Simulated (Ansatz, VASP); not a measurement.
This is a calculation of Pb for Ansatz 0.2.0.

Contents of input.yaml:

```yaml
crystal:
  lattice:
    - [-1.9796595667, 1.9796595667, 2.019252758]
    - [1.9796595667, -1.9796595667, 2.019252758]
    - [1.9796595667, 1.9796595667, -2.019252758]
  atoms:
    - { symbol: Pb, position: [0.0, 0.0, 0.0] }
hamiltonian:
  xc: pbesol
  pseudopotentials: { kind: paw }
kpoints:
  mp_grid: { grid: [8, 8, 8] }
scf:
  occupations: { method: fermi_dirac, width: 0.05 }
output:
  forces: true
  stress: true
  eigenvalues: true
```

Potentials or basis: Ansatz PAW.

Command:

```bash
$ ansatz run input.yaml --threads 2 --pin off --max-ram 5632MiB --backend cpu --events-out ev --progress --plain --runs-dir out
```

Q: Translate it to VASP 6.6.1. Potentials there: VASP PAW PBE potentials, release 64 (Pb_d).

A: As run (the cutoff follows the program's own potentials):

INCAR

```
  ALGO = Normal
  EDIFF = 1E-6
  ENCUT = 520
  GGA = PS
  ISIF = 2
  ISMEAR = -1
  LASPH = T
  LCHARG = F
  LREAL = F
  LWAVE = F
  NBANDS = 13
  NELM = 60
  PREC = Accurate
  SIGMA = 0.05
```

File KPOINTS:

```
k-points
0
Gamma
  8 8 8
```

The input POSCAR:

```
Pb
1.0
   -1.9796595667      1.9796595667      2.0192527580
    1.9796595667     -1.9796595667      2.0192527580
    1.9796595667      1.9796595667     -2.0192527580
Pb
1
Direct
    0.0000000000      0.0000000000      0.0000000000
```

Potentials or basis: VASP PAW PBE potentials, release 64 (Pb_d).

Launch:

```bash
$ cat potpaw_PBE.64/Pb_d/POTCAR > POTCAR
$ mpirun -np 1 vasp_std > vasp.out
```

Both were run:

|  | VASP | Ansatz | Ansatz less VASP |
| --- | --- | --- | --- |
| gap on the k mesh at the Fermi level (eV) | none | none | - |
| pressure (GPa) | -2.3 | -2.2 | +0.08 |
| traceless stress, the component that is largest in VASP (GPa) | 0.29 | 0.29 | -0.001 |

VASP's potentials were made for PBE, not for PBEsol. A gap of «none» marks a metal or a gap that the smearing closes. With one functional, cell and mesh, what is left measures potentials, basis and numerics.

Neither program's run includes spin-orbit coupling.
